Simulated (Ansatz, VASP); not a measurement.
Li16F in VASP and in Ansatz

```
Li F
1.0
     6.98000    0.00000    0.00000
     0.00000    6.98000    0.00000
     0.00000    0.00000    6.98000
Li F
16 1
Direct
  0.00043 0.01779 0.97593
  0.50040 0.00758 0.01443
  0.00044 0.48285 0.97601
  0.00044 0.98078 0.50367
  0.24612 0.25012 0.25410
  0.50041 0.49281 0.01437
  0.50018 0.99578 0.49596
  0.75472 0.25012 0.25420
  0.00041 0.51972 0.50363
  0.23060 0.75028 0.24653
  0.25808 0.25024 0.73591
  0.50018 0.50475 0.49590
  0.77019 0.75026 0.24658
  0.74253 0.25025 0.73601
  0.26784 0.75027 0.77431
  0.73320 0.75027 0.77414
  0.00016 0.75011 0.37529
```

Alike in both runs: functional PBE; k mesh 3 × 3 × 3; occupations gaussian, width 0.15 eV; no spin polarisation.

Ansatz relaxed the structure, and its values are those at the end. VASP's run is a single point on that final structure, the one shown.

```csv
,VASP,Ansatz
version,VASP 6.6.1,Ansatz 0.2.0
potentials or method,"VASP PAW PBE potentials, release 64 (Li_sv, F), cutoff 520 eV","scalar-relativistic, plane waves, PAW"
valence electrons in the cell,55,55
```

Ansatz gave:

```
rms of the force components (eV/Å) : 0.003
```

Q: Which values does VASP return?

A: rms of the force components (eV/Å): 0.005.

With one functional, cell and mesh, what is left measures potentials, basis and numerics.

Noted on VASP's run: the cutoff is short for stress, so the pressure is rough.
